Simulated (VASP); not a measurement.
A run of VASP 6.6.1:

File INCAR:

```
SYSTEM = Au
PREC = Accurate
ENCUT = 500
EDIFF = 1E-6
ISMEAR = 0
SIGMA = 0.1
LREAL = .False.
LASPH = .True.
NELM = 120
ALGO = Normal
ISIF = 2
LWAVE = .False.
LCHARG = .False.
GGA = PE
NBANDS = 12
GGA_COMPAT = .False.
```

The input KPOINTS:

```
regular mesh
0
Gamma
  18 18 18
  0 0 0
```

Contents of POSCAR:

```
Au
1.0
    0.0000000000      2.1394661892      2.1394661892
    2.1394661892      0.0000000000      2.1394661892
    2.1394661892      2.1394661892      0.0000000000
Au
1
Direct
    0.0000000000      0.0000000000      0.0000000000
```

Potentials or basis: VASP PAW PBE potentials, release 64 (Au).

The run is started by

```sh
$ cat potpaw_PBE.64/Au/POTCAR > POTCAR
$ mpirun -np 1 vasp_std > vasp.out
```

Hardware: 1 thread of Intel(R) Xeon(R) Platinum 8375C CPU @ 2.90GHz (Ice Lake), with other jobs on the host.

Q: How long does it take, and how much memory?

A: It took 35 s on 1 thread of Intel(R) Xeon(R) Platinum 8375C CPU @ 2.90GHz (Ice Lake), with other jobs on the host, peak memory 0.17 GiB. Counts: scf iterations 11, k points 195.
